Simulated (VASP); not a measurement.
# LiF in VASP: single point with PBE

Aim: the single point of LiF with PBE.

All numbers are computed with VASP 6.6.1; they aren't measurements. Logs are shortened: lines on timing, memory, paths and dates and some standing lists are left out, and cuts for length are marked.

## (1) The cell of the first run

The cell holds a slab with vacuum, 32 atoms: a = 5.752 Å, b = 5.752 Å, c = 22.101 Å, α = 90.00°, β = 90.00°, γ = 90.00°.

## (2) Single point, PBE

INCAR reads:

```
PREC = Accurate ; ENCUT = 520
EDIFF = 1E-7 ; ISMEAR = 0
SIGMA = 0.05 ; LREAL = Auto
LASPH = T ; NELM = 80
ALGO = Normal ; ISIF = 2
LWAVE = F ; LCHARG = T
LDIPOL = T ; IDIPOL = 3
DIPOL = 0.5 0.5 0.500 ; GGA = PE
LELF = T ; LVHAR = T
LVACPOTAV = T ; NBANDS = 102
```

KPOINTS reads:

```
Automatic mesh
0
Gamma
  3 3 1
```

POSCAR reads:

```
LiF
1.0
    5.7517025349      0.0000000000      0.0000000000
    0.0000000000      5.7517025349      0.0000000000
    0.0000000000      0.0000000000     22.1006017987
Li F
16 16
Direct
    0.2500000000      0.2500000000      0.3619810932
    0.2500000000      0.7500000000      0.3619810932
    0.7500000000      0.2500000000      0.3619810932
    0.7500000000      0.7500000000      0.3619810932
    0.5000000000      0.5000000000      0.4539936977
    0.5000000000      0.0000000000      0.4539936977
    0.0000000000      0.5000000000      0.4539936977
    0.0000000000      0.0000000000      0.4539936977
    0.7500000000      0.7500000000      0.5464517408
    0.7500000000      0.2500000000      0.5464517408
    0.2500000000      0.7500000000      0.5464517408
    0.2500000000      0.2500000000      0.5464517408
    0.0000000000      0.0000000000      0.6359892530
    0.0000000000      0.5000000000      0.6359892530
    0.5000000000      0.0000000000      0.6359892530
    0.5000000000      0.5000000000      0.6359892530
    0.5000000000      0.5000000000      0.3619810932
    0.5000000000      0.0000000000      0.3619810932
    0.0000000000      0.5000000000      0.3619810932
    0.0000000000      0.0000000000      0.3619810932
    0.7500000000      0.7500000000      0.4539936977
    0.7500000000      0.2500000000      0.4539936977
    0.2500000000      0.7500000000      0.4539936977
    0.2500000000      0.2500000000      0.4539936977
    0.0000000000      0.0000000000      0.5459219889
    0.0000000000      0.5000000000      0.5459219889
    0.5000000000      0.0000000000      0.5459219889
    0.5000000000      0.5000000000      0.5459219889
    0.2500000000      0.2500000000      0.6390958560
    0.2500000000      0.7500000000      0.6390958560
    0.7500000000      0.2500000000      0.6390958560
    0.7500000000      0.7500000000      0.6390958560
```

Potentials or basis: VASP PAW PBE potentials, release 64 (Li_sv, F).

Command:

```
$ cat potpaw_PBE.64/Li_sv/POTCAR potpaw_PBE.64/F/POTCAR > POTCAR
$ mpirun -np 1 vasp_std > vasp.out
```

OUTCAR:

```text
PREC = Accurate
   ENCUT = 520
   EDIFF = 1E-7
   ISMEAR = 0
   LREAL = Auto
   LASPH = T
   NELM = 80
   ISIF = 2
   GGA = PE

 ion  position               nearest neighbor table
   1  0.250  0.250  0.362-  24 2.03  18 2.03  19 2.03  20 2.03  17 2.03
   2  0.250  0.750  0.362-  23 2.03  18 2.03  19 2.03  20 2.03  17 2.03
   3  0.750  0.250  0.362-  22 2.03  18 2.03  19 2.03  20 2.03  17 2.03
   4  0.750  0.750  0.362-  21 2.03  18 2.03  19 2.03  20 2.03  17 2.03
   5  0.500  0.500  0.454-  28 2.03  17 2.03  22 2.03  23 2.03  24 2.03  21 2.03
   6  0.500  0.000  0.454-  27 2.03  18 2.03  22 2.03  23 2.03  24 2.03  21 2.03
   7  0.000  0.500  0.454-  26 2.03  19 2.03  22 2.03  23 2.03  24 2.03  21 2.03
   8  0.000  0.000  0.454-  25 2.03  20 2.03  22 2.03  23 2.03  24 2.03  21 2.03
   9  0.750  0.750  0.546-  25 2.03  26 2.03  27 2.03  28 2.03  21 2.04  32 2.05
  10  0.750  0.250  0.546-  25 2.03  26 2.03  27 2.03  28 2.03  22 2.04  31 2.05
  11  0.250  0.750  0.546-  25 2.03  26 2.03  27 2.03  28 2.03  23 2.04  30 2.05
  12  0.250  0.250  0.546-  25 2.03  26 2.03  27 2.03  28 2.03  24 2.04  29 2.05
  13  0.000  0.000  0.636-  25 1.99  29 2.03  30 2.03  31 2.03  32 2.03
  14  0.000  0.500  0.636-  26 1.99  29 2.03  30 2.03  31 2.03  32 2.03
  15  0.500  0.000  0.636-  27 1.99  29 2.03  30 2.03  31 2.03  32 2.03
  16  0.500  0.500  0.636-  28 1.99  29 2.03  30 2.03  31 2.03  32 2.03
  17  0.500  0.500  0.362-   5 2.03   2 2.03   3 2.03   4 2.03   1 2.03
  18  0.500  0.000  0.362-   6 2.03   2 2.03   3 2.03   4 2.03   1 2.03
  19  0.000  0.500  0.362-   7 2.03   2 2.03   3 2.03   4 2.03   1 2.03
  20  0.000  0.000  0.362-   8 2.03   2 2.03   3 2.03   4 2.03   1 2.03
  21  0.750  0.750  0.454-   4 2.03   5 2.03   6 2.03   7 2.03   8 2.03   9 2.04
  22  0.750  0.250  0.454-   3 2.03   5 2.03   6 2.03   7 2.03   8 2.03  10 2.04
  23  0.250  0.750  0.454-   2 2.03   5 2.03   6 2.03   7 2.03   8 2.03  11 2.04
  24  0.250  0.250  0.454-   1 2.03   5 2.03   6 2.03   7 2.03   8 2.03  12 2.04
  25  0.000  0.000  0.546-  13 1.99   8 2.03  10 2.03  11 2.03  12 2.03   9 2.03
  26  0.000  0.500  0.546-  14 1.99   7 2.03  10 2.03  11 2.03  12 2.03   9 2.03
  27  0.500  0.000  0.546-  15 1.99   6 2.03  10 2.03  11 2.03  12 2.03   9 2.03
  28  0.500  0.500  0.546-  16 1.99   5 2.03  10 2.03  11 2.03  12 2.03   9 2.03
  29  0.250  0.250  0.639-  13 2.03  14 2.03  15 2.03  16 2.03  12 2.05
  30  0.250  0.750  0.639-  13 2.03  14 2.03  15 2.03  16 2.03  11 2.05
  31  0.750  0.250  0.639-  13 2.03  14 2.03  15 2.03  16 2.03  10 2.05
  32  0.750  0.750  0.639-  13 2.03  14 2.03  15 2.03  16 2.03   9 2.05

  LATTYP: Found a simple tetragonal cell.
 ALAT       =     5.7517025349
 C/A-ratio  =     3.8424452003

  Lattice vectors:

 A1 = (   5.7517025349,   0.0000000000,   0.0000000000)
 A2 = (   0.0000000000,   5.7517025349,   0.0000000000)
 A3 = (   0.0000000000,   0.0000000000,  22.1006017987)

Analysis of symmetry for initial positions (statically):
=====================================================================
 Subroutine PRICEL returns following result:

  LATTYP: Found a simple tetragonal cell.
 ALAT       =     2.8758512675
 C/A-ratio  =     7.6848904006

  Lattice vectors:

 A1 = (   2.8758512675,   0.0000000000,   0.0000000000)
 A2 = (   0.0000000000,   2.8758512675,   0.0000000000)
 A3 = (   0.0000000000,   0.0000000000,  22.1006017987)

   4 primitive cells build up your supercell.

 Routine SETGRP: Setting up the symmetry group for a
 simple tetragonal supercell.

 Subroutine GETGRP returns: Found  8 space group operations
 (whereof  8 operations were pure point group operations)
 out of a pool of 16 trial point group operations.

The static configuration has the point symmetry C_4v.

Analysis of symmetry for dynamics (positions and initial velocities):
=====================================================================
 Subroutine PRICEL returns following result:

  LATTYP: Found a simple tetragonal cell.
 ALAT       =     2.8758512675
 C/A-ratio  =     7.6848904006

  Lattice vectors:

 A1 = (   2.8758512675,   0.0000000000,   0.0000000000)
 A2 = (   0.0000000000,   2.8758512675,   0.0000000000)
 A3 = (   0.0000000000,   0.0000000000,  22.1006017987)

   4 primitive cells build up your supercell.

 Routine SETGRP: Setting up the symmetry group for a
 simple tetragonal supercell.

 Subroutine GETGRP returns: Found  8 space group operations
 (whereof  8 operations were pure point group operations)
 out of a pool of 16 trial point group operations.

The dynamic configuration has the point symmetry C_4v.

 Subroutine INISYM returns: Found  8 space group operations
 (whereof  8 operations are pure point group operations),
 and found     4 'primitive' translations

----------------------------------------------------------------------------------------

                                     Primitive cell

  volume of cell :     182.7835

  direct lattice vectors                    reciprocal lattice vectors
     2.875851267  0.000000000  0.000000000     0.347723129  0.000000000  0.000000000
     0.000000000  2.875851267  0.000000000     0.000000000  0.347723129  0.000000000
     0.000000000  0.000000000 22.100601799     0.000000000  0.000000000  0.045247637

  length of vectors
     2.875851267  2.875851267 22.100601799     0.347723129  0.347723129  0.045247637

  position of ions in fractional coordinates (direct lattice)
     0.500000000  0.500000000  0.361981093
     1.000000000  1.000000000  0.453993698
     0.500000000  0.500000000  0.546451741
     0.000000000  0.000000000  0.635989253
     1.000000000  1.000000000  0.361981093
     0.500000000  0.500000000  0.453993698
     0.000000000  0.000000000  0.545921989
     0.500000000  0.500000000  0.639095856

  ion indices of the primitive-cell ions
   primitive index   ion index
                 1           1
                 2           5
                 3          12
                 4          13
                 5          17
                 6          24
                 7          25
                 8          29

----------------------------------------------------------------------------------------

 KPOINTS: Automatic mesh

Automatic generation of k-mesh.
 Grid dimensions read from file:
 generate k-points for:    3    3    1

 Generating k-lattice:

  Cartesian coordinates                     Fractional coordinates (reciprocal lattice)
     0.057953855  0.000000000  0.000000000     0.333333333  0.000000000  0.000000000
     0.000000000  0.057953855  0.000000000     0.000000000  0.333333333  0.000000000
     0.000000000  0.000000000  0.045247637     0.000000000  0.000000000  1.000000000

  Length of vectors
     0.057953855  0.057953855  0.045247637

  Shift w.r.t. Gamma in fractional coordinates (k-lattice)
     0.000000000  0.000000000  0.000000000

 Subroutine IBZKPT returns following result:
 ===========================================

 Found      3 irreducible k-points:

 Following reciprocal coordinates:
            Coordinates               Weight
  0.000000  0.000000  0.000000      1.000000
  0.333333  0.000000  0.000000      4.000000
  0.333333  0.333333  0.000000      4.000000
   k-points           NKPTS =      3   k-points in BZ     NKDIM =      3   number of bands    NBANDS=    102
   number of dos      NEDOS =    301   number of ions     NIONS =     32
   total plane-waves  NPLWV = 387072
   dimension x,y,z NGX =    48 NGY =   48 NGZ =  168
   dimension x,y,z NGXF=    96 NGYF=   96 NGZF=  336
   ions per type =              16  16
   NGX,Y,Z   is equivalent  to a cutoff of  13.87, 13.87, 12.64 a.u.
   NGXF,Y,Z  is equivalent  to a cutoff of  27.75, 27.75, 25.27 a.u.
 SYSTEM =  unknown system
   PREC   = accura    normal or accurate (medium, high low for compatibility)
   ISTART =      0    job   : 0-new  1-cont  2-samecut
   ICHARG =      2    charge: 1-file 2-atom 10-const
   ISPIN  =      1    spin polarized calculation?
   LNONCOLLINEAR =      F non collinear calculations
   LSORBIT =      F    spin-orbit coupling
   LASPH  =      T    aspherical Exc in radial PAW
   ENCUT  =  520.0 eV  38.22 Ry    6.18 a.u.  10.69 10.69 41.09*2*pi/ulx,y,z
   NELM   =     80;   NELMIN=  2; NELMDL= -5     # of ELM steps
   EDIFF  = 0.1E-06   stopping-criterion for ELM
   LREAL  =      T    real-space projection
   EDIFFG = 0.1E-05   stopping-criterion for IOM
   NSW    =      0    number of steps for IOM
   IBRION =     -1    ionic relax: 0-MD 1-quasi-New 2-CG
   NFREE  =      0    steps in history (QN), initial steepest desc. (CG)
   ISIF   =      2    stress and relaxation
   ISYM   =      2    0-nonsym 1-usesym 2-fastsym
   POTIM  = 0.5000    time-step for ionic-motion
   TEBEG  =    0.0;   TEEND  =   0.0 temperature during run
   PSTRESS=    0.0 pullay stress
   NELECT =     160.0000    total number of electrons
   NUPDOWN=      -1.0000    fix difference up-down
   EMIN   =  10.00;   EMAX   =-10.00  energy-range for DOS
   EFERMI =   0.00;   METHOD = LEGACY
   ISMEAR =     0;   SIGMA  =   0.05  broadening in eV -4-tet -1-fermi 0-gaus
   EFERMI_NEDOS =   21; number of points for ismear=-14 and -15
   IALGO  =     38    algorithm
   IMIX   =      4    mixing-type and parameters
     AMIX     =   0.40;   BMIX     =  1.00
     AMIX_MAG =   1.60;   BMIX_MAG =  1.00
  volume/ion in A,a.u.               =      22.85       154.19
  Fermi-wavevector in a.u.,A,eV,Ry     =   0.986543  1.864295 13.242092  0.973266
  Thomas-Fermi vector in A             =   2.117931
   LORBIT       =      0    0 simple, 1 ext, 2 COOP (PROOUT), +10 PAW based schemes
   GGA     = PE    functional components
   LHFCALC =     F    Hartree Fock is set to
   AEXX    =    0.0000 exact exchange contribution
   IVDW    =     0    specifies the selected vdW correction
   LEPSILON=     F    determine dielectric tensor
   LRPA    =     F    only Hartree local field effects (RPA)
 non-spin polarized calculation
 Gauss-broadening in eV      SIGMA  =   0.05
  energy-cutoff  :      520.00
  volume of cell :      731.13
 maximum number of plane-waves:     19712
 NGX is ok and might be reduce to    48
   NGX = 21   NGY = 21   NGZ = 83

 number of electron     159.9999902 magnetization

 dipolmoment           0.000000      0.000000      0.111565 electrons x Angstroem

 Free energy of the ion-electron system (eV)
  ---------------------------------------------------
  ext. energy  EPLUGINS =         0.00000000
  ---------------------------------------------------
  free energy    TOTEN  =      -152.98332867 eV

  energy without entropy =     -152.98332867  energy(sigma->0) =     -152.98332867

 E-fermi :  -4.8059     XC(G=0):  -4.1470

 val. band max:       -5.0270430089   @ k =   0.0000   0.0000   0.0000
 cond. band min:       1.2530660951   @ k =   0.0000   0.0000   0.0000
 fundamental gap:      6.2801091040
 Fermi energy:        -4.8059418277

 k-point     1 :       0.0000    0.0000    0.0000
  band No.  band energies     occupation
      1     -46.5502      2.00000
      2     -46.5322      2.00000
      3     -46.5322      2.00000
      4     -46.5183      2.00000
      5     -46.2765      2.00000
      6     -46.2561      2.00000
[... 84 lines left out ...]
     91       5.4669      0.00000
     92       5.4669      0.00000

 k-point     2 :       0.3333    0.0000    0.0000
  band No.  band energies     occupation
      1     -46.5457      2.00000
      2     -46.5367      2.00000
      3     -46.5287      2.00000
      4     -46.5217      2.00000
      5     -46.2714      2.00000
      6     -46.2612      2.00000
[... 84 lines left out ...]
     91       5.3767      0.00000
     92       5.4453      0.00000

 k-point     3 :       0.3333    0.3333    0.0000
  band No.  band energies     occupation
      1     -46.5415      2.00000
      2     -46.5330      2.00000
      3     -46.5330      2.00000
      4     -46.5255      2.00000
      5     -46.2667      2.00000
      6     -46.2573      2.00000
[... 84 lines left out ...]
     91       5.0761      0.00000
     92       5.0761      0.00000
 [bands above 92 left out]

------------------------ aborting loop because EDIFF is reached ----------------------------------------

  FORCE on cell =-STRESS in cart. coord.  units (eV):
  Direction    XX          YY          ZZ          XY          YZ          ZX
  --------------------------------------------------------------------------------------
  -------------------------------------------------------------------------------------
  Total       -6.5338742     -6.5338742     -1.0119036      0.0000000      0.0000000      0.0000000
  in kB      -14.3180678    -14.3180678     -2.2174446      0.0000000      0.0000000      0.0000000
  external PRESSURE =     -10.2845268 kB  Pullay stress =       0.0000000 kB

 VOLUME and BASIS-vectors are now :
 -----------------------------------------------------------------------------
  energy-cutoff  :      520.00
  volume of cell :      731.13
      direct lattice vectors                 reciprocal lattice vectors
     5.751702535  0.000000000  0.000000000     0.173861564  0.000000000  0.000000000
     0.000000000  5.751702535  0.000000000     0.000000000  0.173861564  0.000000000
     0.000000000  0.000000000 22.100601799     0.000000000  0.000000000  0.045247637

 POSITION                                       TOTAL-FORCE (eV/Angst)
 -----------------------------------------------------------------------------------
      1.43793      1.43793      8.00000        -0.000000      0.000000      0.315378
      1.43793      4.31378      8.00000        -0.000000     -0.000000      0.315378
      4.31378      1.43793      8.00000         0.000000     -0.000000      0.315378
      4.31378      4.31378      8.00000         0.000000     -0.000000      0.315378
      2.87585      2.87585     10.03353        -0.000000      0.000000     -0.018624
      2.87585      0.00000     10.03353        -0.000000      0.000000     -0.018624
[... 24 lines left out ...]
      4.31378      1.43793     14.12440         0.000000      0.000000     -0.015186
      4.31378      4.31378     14.12440         0.000000      0.000000     -0.015186
 -----------------------------------------------------------------------------------
    total drift:                                0.000000      0.000000     -0.014552

  FREE ENERGIE OF THE ION-ELECTRON SYSTEM (eV)
  ---------------------------------------------------
  free  energy   TOTEN  =      -152.9833286710 eV

  energy  without entropy=     -152.9833286710  energy(sigma->0) =     -152.98332867

 vacuum level on the upper side and lower side of the slab         2.636         2.026
```

Wall time 8.7 min (1 thread of AMD EPYC 7R13 (Zen 3), shared host); peak memory 0.79 GiB.

What came out:

- Free energy: -152.9833 eV
- Largest force: 0.315 eV/Å
- Band gap on the k mesh: 6.28 eV

Forces in eV/Å, atoms in the order of the input:
```
Li   0.000  0.000  0.315
Li   0.000  0.000  0.315
Li   0.000  0.000  0.315
Li   0.000  0.000  0.315
Li   0.000  0.000 -0.019
Li   0.000  0.000 -0.019
Li   0.000  0.000 -0.019
Li   0.000  0.000 -0.019
Li   0.000  0.000  0.009
Li   0.000  0.000  0.009
Li   0.000  0.000  0.009
Li   0.000  0.000  0.009
Li   0.000  0.000  0.004
Li   0.000  0.000  0.004
Li   0.000  0.000  0.004
Li   0.000  0.000  0.004
F    0.000  0.000 -0.300
F    0.000  0.000 -0.300
F    0.000  0.000 -0.300
F    0.000  0.000 -0.300
F    0.000  0.000  0.004
F    0.000  0.000  0.004
F    0.000  0.000  0.004
F    0.000  0.000  0.004
F    0.000  0.000  0.002
F    0.000  0.000  0.002
F    0.000  0.000  0.002
F    0.000  0.000  0.002
F    0.000  0.000 -0.015
F    0.000  0.000 -0.015
F    0.000  0.000 -0.015
F    0.000  0.000 -0.015
```

Levels at points of the mesh, in eV from the valence-band top:
```
           k point  band 78  band 79  band 80  band 81  band 82  band 83
(0.00, 0.00, 0.00)    -0.13     0.00     0.00     6.28     6.86     7.62
```

Caveat: the cutoff is under 1.25 times the usual one of these potentials, so pressure, stress and relaxed cells hold a basis-set (Pulay) error.
